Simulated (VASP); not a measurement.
# Ag (P6_3/mmc) in VASP: notebook, part 2 of 2

VASP 6.6.1.

## Step 4: Electric field gradients, LDA (19.12 Å³/atom)

This run uses another cell than the first one, of 19.12 Å³/atom.

Input file INCAR:

```
PREC     = Accurate       # precision mode
ENCUT    = 520            # plane-wave cutoff, eV
EDIFF    = 1E-8           # SCF threshold, eV
ISMEAR   = -1             # smearing method
SIGMA    = 0.08           # smearing width, eV
LREAL    = False          # projectors in reciprocal space
LASPH    = True           # aspherical terms in the spheres
NELM     = 60             # most SCF steps
ALGO     = Normal         # electronic algorithm
ISIF     = 2              # what is computed and relaxed
LWAVE    = False          # write WAVECAR
LCHARG   = False          # write CHGCAR
GGA      = CA             # functional
LEFG     = True         
NBANDS   = 30             # bands
```

Input file KPOINTS:

```
regular mesh
0
Gamma
  14 14 4
```

Input file POSCAR:

```
Ag
1.0
    2.9428054153      0.0000000000      0.0000000000
   -1.4714027076      2.5485442481      0.0000000000
    0.0000000000      0.0000000000     10.1961282242
Ag
4
Direct
    0.3333333333      0.6666666667      0.2500000000
    0.6666666667      0.3333333333      0.7500000000
    0.0000000000      0.0000000000      0.0000000000
    0.0000000000      0.0000000000      0.5000000000
```

Potentials or basis: VASP PAW LDA potentials, release 64 (Ag).

On the command line:

```sh
> cat potpaw_LDA.64/Ag/POTCAR > POTCAR
> mpirun -np 1 vasp_std > vasp.out
```

OUTCAR:

```text
PREC = Accurate
   ENCUT = 520
   EDIFF = 1E-8
   ISMEAR = -1
   LREAL = False
   LASPH = True
   NELM = 60
   ISIF = 2
   GGA = CA

 ion  position               nearest neighbor table
   1  0.333  0.667  0.250-   3 3.06   4 3.06   3 3.06   4 3.06   3 3.06   4 3.06
   2  0.667  0.333  0.750-   3 3.06   4 3.06   3 3.06   4 3.06   3 3.06   4 3.06
   3  0.000  0.000  0.000-   1 3.06   2 3.06   2 3.06   1 3.06   2 3.06   1 3.06
   4  0.000  0.000  0.500-   1 3.06   2 3.06   2 3.06   1 3.06   2 3.06   1 3.06

  LATTYP: Found a hexagonal cell.
 ALAT       =     2.9428054153
 C/A-ratio  =     3.4647646668

  Lattice vectors:

 A1 = (   2.9428054153,   0.0000000000,   0.0000000000)
 A2 = (  -1.4714027076,   2.5485442481,   0.0000000000)
 A3 = (   0.0000000000,   0.0000000000,  10.1961282242)

Analysis of symmetry for initial positions (statically):
=====================================================================
 Subroutine PRICEL returns:
 Original cell was already a primitive cell.

 Routine SETGRP: Setting up the symmetry group for a
 hexagonal supercell.

 Subroutine GETGRP returns: Found 24 space group operations
 (whereof 12 operations were pure point group operations)
 out of a pool of 24 trial point group operations.

The static configuration has the point symmetry D_3d.
 The point group associated with its full space group is D_6h.

Analysis of symmetry for dynamics (positions and initial velocities):
=====================================================================
 Subroutine PRICEL returns:
 Original cell was already a primitive cell.
[... 963 lines left out ...]

  FORCE on cell =-STRESS in cart. coord.  units (eV):
  Direction    XX          YY          ZZ          XY          YZ          ZX
  --------------------------------------------------------------------------------------
  -------------------------------------------------------------------------------------
  Total       -6.3914958     -6.3914958     -7.5917991     -0.0000000      0.0000000     -0.0000000
  in kB     -133.9134129   -133.9134129   -159.0619410     -0.0000000      0.0000000     -0.0000000
  external PRESSURE =    -142.2962556 kB  Pullay stress =       0.0000000 kB

 VOLUME and BASIS-vectors are now :
 -----------------------------------------------------------------------------
  energy-cutoff  :      520.00
  volume of cell :       76.47
      direct lattice vectors                 reciprocal lattice vectors
     2.942805415  0.000000000  0.000000000     0.339811798  0.196190433  0.000000000
    -1.471402708  2.548544248  0.000000000     0.000000000  0.392380866  0.000000000
     0.000000000  0.000000000 10.196128224     0.000000000  0.000000000  0.098076444

 POSITION                                       TOTAL-FORCE (eV/Angst)
 -----------------------------------------------------------------------------------
     -0.00000      1.69903      2.54903        -0.000000      0.000000     -0.000000
      1.47140      0.84951      7.64710         0.000000      0.000000      0.000000
      0.00000      0.00000      0.00000         0.000000     -0.000000     -0.000000
      0.00000      0.00000      5.09806         0.000000     -0.000000     -0.000000
 -----------------------------------------------------------------------------------
    total drift:                               -0.000000      0.000000     -0.000000

  FREE ENERGIE OF THE ION-ELECTRON SYSTEM (eV)
  ---------------------------------------------------
  free  energy   TOTEN  =       -14.4213917665 eV

  energy  without entropy=      -14.3945025398  energy(sigma->0) =      -14.40794715

 Electric field gradients (V/A^2)
---------------------------------------------------------------------
 ion       V_xx      V_yy      V_zz      V_xy      V_xz      V_yz
---------------------------------------------------------------------
   1      -4.582    -4.583     9.165    -0.001     0.000    -0.000
   2      -4.582    -4.583     9.165    -0.001     0.000    -0.000
   3      -4.321    -4.322     8.643    -0.001    -0.000     0.000
   4      -4.321    -4.322     8.643    -0.001     0.000    -0.000
---------------------------------------------------------------------

 Electric field gradients after diagonalization (V/A^2)
 (convention: |V_zz| > |V_xx| > |V_yy|)
----------------------------------------------------------------------
 ion       V_xx      V_yy      V_zz     asymmetry (V_yy - V_xx)/ V_zz
----------------------------------------------------------------------
   1      -4.584    -4.582     9.165       0.000
   2      -4.584    -4.582     9.165       0.000
   3      -4.322    -4.320     8.643       0.000
   4      -4.322    -4.320     8.643       0.000
----------------------------------------------------------------------

           NMR quadrupolar parameters

 Cq : quadrupolar parameter    Cq=e*Q*V_zz/h
 eta: asymmetry parameters     (V_yy - V_xx)/ V_zz
 Q  : nuclear electric quadrupole moment in mb (millibarn)
----------------------------------------------------------------------
 ion       Cq(MHz)       eta       Q (mb)
----------------------------------------------------------------------
   1       0.022       0.000       1.000
   2       0.022       0.000       1.000
   3       0.021       0.000       1.000
   4       0.021       0.000       1.000
----------------------------------------------------------------------
```

OSZICAR:

```text
N       E                     dE             d eps       ncg     rms          rms(c)
DAV:   1     0.285863158810E+03    0.28586E+03   -0.22388E+04  4320   0.143E+03
DAV:   2    -0.922340565210E+01   -0.29509E+03   -0.27892E+03  4458   0.324E+02
DAV:   3    -0.154766874711E+02   -0.62533E+01   -0.62149E+01  5024   0.534E+01
DAV:   4    -0.155056174454E+02   -0.28930E-01   -0.28926E-01  4632   0.356E+00
DAV:   5    -0.155059219494E+02   -0.30450E-03   -0.30450E-03  4974   0.393E-01    0.832E+00
DAV:   6    -0.144593655620E+02    0.10466E+01   -0.35845E+00  4518   0.151E+01    0.561E+00
DAV:   7    -0.144361811604E+02    0.23184E-01   -0.29047E-02  4770   0.113E+00    0.336E+00
DAV:   8    -0.144213828084E+02    0.14798E-01   -0.17905E-03  4716   0.355E-01    0.470E-02
DAV:   9    -0.144213873574E+02   -0.45491E-05   -0.71372E-05  4920   0.910E-02    0.186E-02
DAV:  10    -0.144213911465E+02   -0.37891E-05   -0.70410E-06  4746   0.246E-02    0.846E-03
DAV:  11    -0.144213917761E+02   -0.62958E-06   -0.19089E-06  4716   0.114E-02    0.137E-03
DAV:  12    -0.144213917654E+02    0.10655E-07   -0.40829E-08  4580   0.143E-03    0.805E-04
DAV:  13    -0.144213917665E+02   -0.10978E-08   -0.26802E-09  2658   0.399E-04
   1 F= -.14421392E+02 E0= -.14407947E+02  d E =-.268892E-01
```

stdout:

```text
POSCAR found type information on POSCAR Ag
 POSCAR found :  1 types and       4 ions
 scaLAPACK will be used
 LDA part: xc-table for (Slater(with rela. corr.)+CA(PZ))
 , standard interpolation
 POSCAR, INCAR and KPOINTS ok, starting setup
 FFT: planning ... GRIDC
 FFT: planning ... GRID_SOFT
 FFT: planning ... GRID
 WAVECAR not read
 entering main loop
ion   1

ion   2

ion   3

ion   4
```

It took 67 s on 1 thread of AMD EPYC 9R45 (Zen 5), shared host; peak memory 0.22 GiB.

Results:

* Free energy: -14.4214 eV
* Pressure: -14.2 GPa
* Band gap on the k mesh: zero (bands 22 and 23 overlap by 5.87 eV)
* Largest electric field gradient by atom: Ag +9.2, +8.6 (each value once) V/Å²

Electric field gradients, principal values (V/Å²):
```csv
atom,least,middle,greatest (by size)
1 Ag,-4.582,-4.584,9.165
2 Ag,-4.582,-4.584,9.165
3 Ag,-4.320,-4.322,8.643
4 Ag,-4.320,-4.322,8.643
```

Caveat: the cell stands under tension; without QUAD_EFG the Cq values of the log hold for a quadrupole moment of 1 mb, not for the nuclei.
